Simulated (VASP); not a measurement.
# HgTe (I4/mmm) in VASP: relaxation of the atoms with PBE

Aim: the relaxation of the atoms of HgTe with PBE.

Program: VASP 6.6.1. These are calculated values, not measurements. Logs are shortened: lines on timing, memory, paths and dates and some standing lists are left out, and cuts for length are marked.

**1. The cell of the first run**

The structure is tetragonal, space group I4/mmm (No. 139). Conventional cell: a = 4.132 Å, b = 4.132 Å, c = 6.018 Å, α = 90.00°, β = 90.00°, γ = 90.00°. Within 3.8 Å of Hg (site symmetry 4/mmm) lie 6 Te at 2.92 to 3.01 Å. Within 3.8 Å of Te (site symmetry 4/mmm) lie 6 Hg at 2.92 to 3.01 Å.

**2. Relaxation of the atoms, PBE (z stretched by +3 %)**

Input file INCAR:

```
SYSTEM = HgTe
PREC = Accurate ; ENCUT = 520
EDIFF = 1E-6 ; ISMEAR = -1
SIGMA = 0.05 ; LREAL = .FALSE.
LASPH = .TRUE. ; NELM = 80
ALGO = Normal ; ISIF = 2
LWAVE = .FALSE. ; LCHARG = .FALSE.
GGA = PE ; IBRION = 2
NSW = 80 ; EDIFFG = -0.02
KPAR = 4
```

Input file KPOINTS:

```
Automatic mesh
0
G
  14 14 14
  0 0 0
```

Input file POSCAR:

```
HgTe
1.0
    0.0000000000      2.9215000000      3.0091450000
    2.9215000000      0.0000000000      3.0091450000
    2.9215000000      2.9215000000      0.0000000000
Hg Te
1 1
Direct
    0.0000000000      0.0000000000      0.0000000000
    0.5000000000      0.5000000000      0.5000000000
```

Potentials or basis: VASP PAW PBE potentials, release 64 (Hg, Te).

The run is started by

```bash
$ cat potpaw_PBE.64/Hg/POTCAR potpaw_PBE.64/Te/POTCAR > POTCAR
$ mpirun -np 4 vasp_std > vasp.out
```

OUTCAR:

```text
SYSTEM = HgTe
   PREC = Accurate
   ENCUT = 520
   EDIFF = 1E-6
   ISMEAR = -1
   LREAL = .FALSE.
   LASPH = .TRUE.
   NELM = 80
   ISIF = 2
   GGA = PE
   IBRION = 2
   NSW = 80
   EDIFFG = -0.02

 ion  position               nearest neighbor table
   1  0.000  0.000  0.000-   2 2.92   2 2.92   2 2.92   2 2.92   2 3.01   2 3.01
   2  0.500  0.500  0.500-   1 2.92   1 2.92   1 2.92   1 2.92   1 3.01   1 3.01

  LATTYP: Found a body centered tetragonal cell.
 ALAT       =     4.1316249225
 C/A-ratio  =     1.4566399692

  Lattice vectors:

 A1 = (  -2.9215000000,   0.0000000000,   3.0091450000)
 A2 = (   2.9215000000,   0.0000000000,   3.0091450000)
 A3 = (   0.0000000000,   2.9215000000,  -3.0091450000)

Analysis of symmetry for initial positions (statically):
=====================================================================
 Subroutine PRICEL returns:
 Original cell was already a primitive cell.

 Routine SETGRP: Setting up the symmetry group for a
 body centered tetragonal supercell.

 Subroutine GETGRP returns: Found 16 space group operations
 (whereof 16 operations were pure point group operations)
 out of a pool of 16 trial point group operations.

The static configuration has the point symmetry D_4h.

Analysis of symmetry for dynamics (positions and initial velocities):
=====================================================================
 Subroutine PRICEL returns:
 Original cell was already a primitive cell.

 Routine SETGRP: Setting up the symmetry group for a
 body centered tetragonal supercell.

 Subroutine GETGRP returns: Found 16 space group operations
 (whereof 16 operations were pure point group operations)
 out of a pool of 16 trial point group operations.

The dynamic configuration has the point symmetry D_4h.

 Subroutine INISYM returns: Found 16 space group operations
 (whereof 16 operations are pure point group operations),
 and found     1 'primitive' translations

----------------------------------------------------------------------------------------

                                     Primitive cell

  volume of cell :      51.3671

  direct lattice vectors                    reciprocal lattice vectors
     0.000000000  2.921500000  3.009145000    -0.171144960  0.171144960  0.166160155
     2.921500000  0.000000000  3.009145000     0.171144960 -0.171144960  0.166160155
     2.921500000  2.921500000  0.000000000     0.171144960  0.171144960 -0.166160155

  length of vectors
     4.194057210  4.194057210  4.131624922     0.293582002  0.293582002  0.293582002

  position of ions in fractional coordinates (direct lattice)
     0.000000000  0.000000000  0.000000000
     0.500000000  0.500000000  0.500000000

  ion indices of the primitive-cell ions
   primitive index   ion index
                 1           1
                 2           2

----------------------------------------------------------------------------------------

 KPOINTS: Automatic mesh

Automatic generation of k-mesh.
 Grid dimensions read from file:
 generate k-points for:   14   14   14

 Generating k-lattice:

  Cartesian coordinates                     Fractional coordinates (reciprocal lattice)
    -0.012224640  0.012224640  0.011868583     0.071428571 -0.000000000  0.000000000
     0.012224640 -0.012224640  0.011868583    -0.000000000  0.071428571  0.000000000
     0.012224640  0.012224640 -0.011868583     0.000000000  0.000000000  0.071428571

  Length of vectors
     0.020970143  0.020970143  0.020970143

  Shift w.r.t. Gamma in fractional coordinates (k-lattice)
     0.000000000  0.000000000  0.000000000

 Subroutine IBZKPT returns following result:
 ===========================================

 Found    244 irreducible k-points:

 Following reciprocal coordinates:
            Coordinates               Weight
  0.000000  0.000000  0.000000      1.000000
  0.071429  0.000000  0.000000      8.000000
  0.142857 -0.000000  0.000000      8.000000
  0.214286 -0.000000  0.000000      8.000000
  0.285714 -0.000000  0.000000      8.000000
  0.357143  0.000000  0.000000      8.000000
[... 16 lines left out ...]
  0.214286  0.142857  0.000000      8.000000
  0.285714  0.142857  0.000000      8.000000
 [... further k-points ...]
   k-points           NKPTS =    244   k-points in BZ     NKDIM =    244   number of bands    NBANDS=     13
   number of dos      NEDOS =    301   number of ions     NIONS =      2
   total plane-waves  NPLWV =  32768
   dimension x,y,z NGX =    32 NGY =   32 NGZ =   32
   dimension x,y,z NGXF=    64 NGYF=   64 NGZF=   64
   ions per type =               1   1
   NGX,Y,Z   is equivalent  to a cutoff of  12.68, 12.68, 12.88 a.u.
   NGXF,Y,Z  is equivalent  to a cutoff of  25.37, 25.37, 25.75 a.u.
 SYSTEM =  HgTe
   PREC   = accura    normal or accurate (medium, high low for compatibility)
   ISTART =      0    job   : 0-new  1-cont  2-samecut
   ICHARG =      2    charge: 1-file 2-atom 10-const
   ISPIN  =      1    spin polarized calculation?
   LNONCOLLINEAR =      F non collinear calculations
   LSORBIT =      F    spin-orbit coupling
   LASPH  =      T    aspherical Exc in radial PAW
   ENCUT  =  520.0 eV  38.22 Ry    6.18 a.u.   7.80  7.80  7.68*2*pi/ulx,y,z
   NELM   =     80;   NELMIN=  2; NELMDL= -5     # of ELM steps
   EDIFF  = 0.1E-05   stopping-criterion for ELM
   LREAL  =      F    real-space projection
   EDIFFG = -.2E-01   stopping-criterion for IOM
   NSW    =     80    number of steps for IOM
   IBRION =      2    ionic relax: 0-MD 1-quasi-New 2-CG
   NFREE  =      1    steps in history (QN), initial steepest desc. (CG)
   ISIF   =      2    stress and relaxation
   ISYM   =      2    0-nonsym 1-usesym 2-fastsym
   POTIM  = 0.5000    time-step for ionic-motion
   TEBEG  =    0.0;   TEEND  =   0.0 temperature during run
   PSTRESS=    0.0 pullay stress
   NELECT =      18.0000    total number of electrons
   NUPDOWN=      -1.0000    fix difference up-down
   EMIN   =  10.00;   EMAX   =-10.00  energy-range for DOS
   EFERMI =   0.00;   METHOD = LEGACY
   ISMEAR =    -1;   SIGMA  =   0.05  broadening in eV -4-tet -1-fermi 0-gaus
   EFERMI_NEDOS =   21; number of points for ismear=-14 and -15
   IALGO  =     38    algorithm
   IMIX   =      4    mixing-type and parameters
     AMIX     =   0.40;   BMIX     =  1.00
     AMIX_MAG =   1.60;   BMIX_MAG =  1.00
  volume/ion in A,a.u.               =      25.68       173.32
  Fermi-wavevector in a.u.,A,eV,Ry     =   1.154172  2.181070 18.124512  1.332114
  Thomas-Fermi vector in A             =   2.290811
   LORBIT       =      0    0 simple, 1 ext, 2 COOP (PROOUT), +10 PAW based schemes
   GGA     = PE    functional components
   LHFCALC =     F    Hartree Fock is set to
   AEXX    =    0.0000 exact exchange contribution
   IVDW    =     0    specifies the selected vdW correction
   LEPSILON=     F    determine dielectric tensor
   LRPA    =     F    only Hartree local field effects (RPA)
 conjugate gradient relaxation of ions
 non-spin polarized calculation
  energy-cutoff  :      520.00
  volume of cell :       51.37
 maximum number of plane-waves:      1397
   NGX = 15   NGY = 15   NGZ = 15

 number of electron      17.9999997 magnetization

 Free energy of the ion-electron system (eV)
  ---------------------------------------------------
  ext. energy  EPLUGINS =         0.00000000
  ---------------------------------------------------
  free energy    TOTEN  =        -3.19468777 eV

  energy without entropy =       -3.18576450  energy(sigma->0) =       -3.19022613

 E-fermi :   5.5816     XC(G=0): -10.3570

 val. band max:        5.5810264377   @ k =  -0.4286   0.1429   0.0000
 cond. band min:       5.5871624686   @ k =  -0.2143   0.1429   0.0714
 fundamental gap:      0.0061360309
 Fermi energy:         5.5816352719

 k-point     1 :       0.0000    0.0000    0.0000
  band No.  band energies     occupation
      1      -7.2206      2.00000
      2      -1.5828      2.00000
      3      -1.5458      2.00000
      4      -1.5225      2.00000
      5      -1.4630      2.00000
      6      -1.4630      2.00000
      7       4.6412      2.00000
      8       4.6412      2.00000
      9       4.8569      2.00000
     10       5.0710      1.99993
     11      13.0712      0.00000
     12      13.1984      0.00000
     13      13.3095      0.00000

 k-point     2 :       0.0714    0.0000    0.0000
  band No.  band energies     occupation
      1      -7.1674      2.00000
      2      -1.6062      2.00000
      3      -1.5524      2.00000
      4      -1.5334      2.00000
      5      -1.4656      2.00000
      6      -1.4559      2.00000
      7       3.7345      2.00000
      8       4.7002      2.00000
      9       4.8409      2.00000
     10       6.0046      0.00042
     11      12.3026      0.00000
     12      12.7591      0.00000
     13      13.1168      0.00000

 k-point     3 :       0.1429   -0.0000    0.0000
  band No.  band energies     occupation
      1      -7.0107      2.00000
      2      -1.6744      2.00000
      3      -1.6114      2.00000
      4      -1.5415      2.00000
      5      -1.4572      2.00000
      6      -1.4316      2.00000
      7       2.6361      2.00000
      8       4.8681      2.00000
      9       4.9658      1.99999
     10       6.9857      0.00000
     11      11.3638      0.00000
     12      12.0542      0.00000
     13      12.4176      0.00000

 k-point     4 :       0.2143   -0.0000    0.0000
  band No.  band energies     occupation
      1      -6.7609      2.00000
      2      -1.7719      2.00000
      3      -1.7007      2.00000
      4      -1.5890      2.00000
      5      -1.4200      2.00000
      6      -1.3925      2.00000
      7       1.6110      2.00000
      8       5.1206      1.99980
      9       5.1544      1.99961
     10       7.7523      0.00000
     11      10.5641      0.00000
     12      11.2813      0.00000
     13      11.5807      0.00000

 k-point     5 :       0.2857   -0.0000    0.0000
  band No.  band energies     occupation
      1      -6.4396      2.00000
      2      -1.8760      2.00000
      3      -1.8006      2.00000
      4      -1.6935      2.00000
      5      -1.3692      2.00000
      6      -1.3472      2.00000
      7       0.7343      2.00000
      8       5.3778      1.96664
      9       5.4227      1.92005
     10       8.1727      0.00000
     11       9.9907      0.00000
     12      10.5776      0.00000
     13      10.7925      0.00000
[... 257 lines left out ...]
 k-point    22 :       0.1429    0.1429    0.0000
  band No.  band energies     occupation
      1      -6.9770      2.00000
      2      -1.6882      2.00000
      3      -1.5783      2.00000
      4      -1.5624      2.00000
      5      -1.4272      2.00000
      6      -1.4272      2.00000
      7       3.0958      2.00000
      8       4.3394      2.00000
      9       4.3394      2.00000
     10       7.3733      0.00000
     11      10.4400      0.00000
     12      11.8364      0.00000
     13      12.9543      0.00000

 k-point    23 :       0.2143    0.1429    0.0000
  band No.  band energies     occupation
      1      -6.8176      2.00000
      2      -1.7568      2.00000
      3      -1.5945      2.00000
      4      -1.5887      2.00000
      5      -1.4058      2.00000
      6      -1.3919      2.00000
      7       2.4348      2.00000
      8       4.2662      2.00000
      9       4.4736      2.00000
     10       7.5113      0.00000
     11      10.1584      0.00000
     12      11.5343      0.00000
     13      12.8342      0.00000

 k-point    24 :       0.2857    0.1429    0.0000
  band No.  band energies     occupation
      1      -6.5787      2.00000
      2      -1.8224      2.00000
      3      -1.6677      2.00000
      4      -1.6201      2.00000
      5      -1.3760      2.00000
      6      -1.3402      2.00000
      7       1.5468      2.00000
      8       4.3313      2.00000
      9       4.7451      2.00000
     10       7.3433      0.00000
     11      10.0900      0.00000
     12      11.4695      0.00000
     13      12.4222      0.00000

 [... further k-points ...]

------------------------ aborting loop because EDIFF is reached ----------------------------------------

  FORCE on cell =-STRESS in cart. coord.  units (eV):
  Direction    XX          YY          ZZ          XY          YZ          ZX
  --------------------------------------------------------------------------------------
  -------------------------------------------------------------------------------------
  Total        2.8756136      2.8756136      2.0129518      0.0000000     -0.0000000      0.0000000
  in kB       89.6925170     89.6925170     62.7854568      0.0000000     -0.0000000      0.0000000
  external PRESSURE =      80.7234970 kB  Pullay stress =       0.0000000 kB

 VOLUME and BASIS-vectors are now :
 -----------------------------------------------------------------------------
  energy-cutoff  :      520.00
  volume of cell :       51.37
      direct lattice vectors                 reciprocal lattice vectors
     0.000000000  2.921500000  3.009145000    -0.171144960  0.171144960  0.166160155
     2.921500000  0.000000000  3.009145000     0.171144960 -0.171144960  0.166160155
     2.921500000  2.921500000  0.000000000     0.171144960  0.171144960 -0.166160155

 POSITION                                       TOTAL-FORCE (eV/Angst)
 -----------------------------------------------------------------------------------
      0.00000      0.00000      0.00000         0.000000      0.000000      0.000000
      2.92150      2.92150      3.00915        -0.000000     -0.000000      0.000000
 -----------------------------------------------------------------------------------
    total drift:                                0.000000     -0.000000     -0.000000

  FREE ENERGIE OF THE ION-ELECTRON SYSTEM (eV)
  ---------------------------------------------------
  free  energy   TOTEN  =        -3.1946877665 eV

  energy  without entropy=       -3.1857645022  energy(sigma->0) =       -3.19022613

 reached required accuracy - stopping structural energy minimisation
```

Wall time 36 s (4 MPI ranks of Oxide Virtual Turin-like, shared host); peak memory 0.3 GiB.

What came out:

```yaml
Free_energy: -3.1947 eV
Pressure_after_relaxing: 8.1 GPa
Band_gap_on_the_k_mesh: zero (bands 9 and 10 overlap by 3.10 eV)
```

Final structure:
```yaml
crystal:
  lattice:
    - [0.00000, 2.92150, 3.00915]
    - [2.92150, 0.00000, 3.00915]
    - [2.92150, 2.92150, 0.00000]
  atoms:
    - { symbol: Hg, position: [0.00000, 0.00000, 0.00000] }
    - { symbol: Te, position: [0.50000, 0.50000, 0.50000] }
```

Levels at points of the mesh, in eV from the Fermi level:
| k point | band 5 | band 6 | band 7 | band 8 | band 9 | band 10 | band 11 | band 12 | band 13 |
| --- | --- | --- | --- | --- | --- | --- | --- | --- | --- |
| (0.00, 0.00, 0.00) | -7.04 | -7.04 | -0.94 | -0.94 | -0.72 | -0.51 | 7.49 | 7.62 | 7.73 |
| (0.50, 0.00, 0.00) | -6.86 | -6.85 | -5.95 | 0.26 | 0.49 | 2.48 | 3.70 | 3.92 | 4.22 |
| (0.50, 0.50, 0.00) | -6.74 | -6.01 | -4.95 | -2.74 | -2.62 | -2.62 | 4.80 | 9.80 | 9.80 |
| (0.50, 0.00, 0.50) | -6.75 | -5.94 | -4.98 | -2.97 | -2.89 | -2.57 | 4.64 | 9.24 | 10.12 |

Caveat: the cell differs from its parent crystal (z stretched by +3 %); spin-orbit coupling is left out, which moves the levels of the heavy elements.
